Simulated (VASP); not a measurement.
Input of a VASP 6.6.1 run:

The input INCAR:

```
SYSTEM = Zr
ALGO     = Normal         ! electronic algorithm
EDIFF    = 1E-6           ! SCF threshold, eV
ENCUT    = 520            ! plane-wave cutoff, eV
GGA      = CA             ! functional
ISIF     = 2              ! what is computed and relaxed
ISMEAR   = -1             ! smearing method
LASPH    = .TRUE.         ! aspherical terms in the spheres
LCHARG   = .FALSE.        ! write CHGCAR
LREAL    = .FALSE.        ! projectors in reciprocal space
LWAVE    = .FALSE.        ! write WAVECAR
NBANDS   = 19             ! bands
NELM     = 80             ! most SCF steps
PREC     = Accurate       ! precision mode
SIGMA    = 0.05           ! smearing width, eV
```

The input KPOINTS:

```
k-points
0
G
  9 9 5
  0 0 0
```

POSCAR

```
Zr
1.0
    3.2745311931      0.0000000000      0.0000000000
   -1.6372655966      2.8358271987      0.0000000000
    0.0000000000      0.0000000000      5.2147314515
Zr
2
Direct
    0.6666666667      0.3333333333      0.7500000000
    0.3333333333      0.6666666667      0.2500000000
```

Potentials or basis: VASP PAW LDA potentials, release 64 (Zr_sv).

Command:

```console
$ cat potpaw_LDA.64/Zr_sv/POTCAR > POTCAR
$ mpirun -np 1 vasp_std > vasp.out
```

(1) Estimate the band gap on the k mesh.

(2) Estimate the pressure.

## Answers

(1) zero (band 12 reaches 9.18 eV, above the bottom of band 13 at 8.11 eV).

(2) -9.1 GPa.
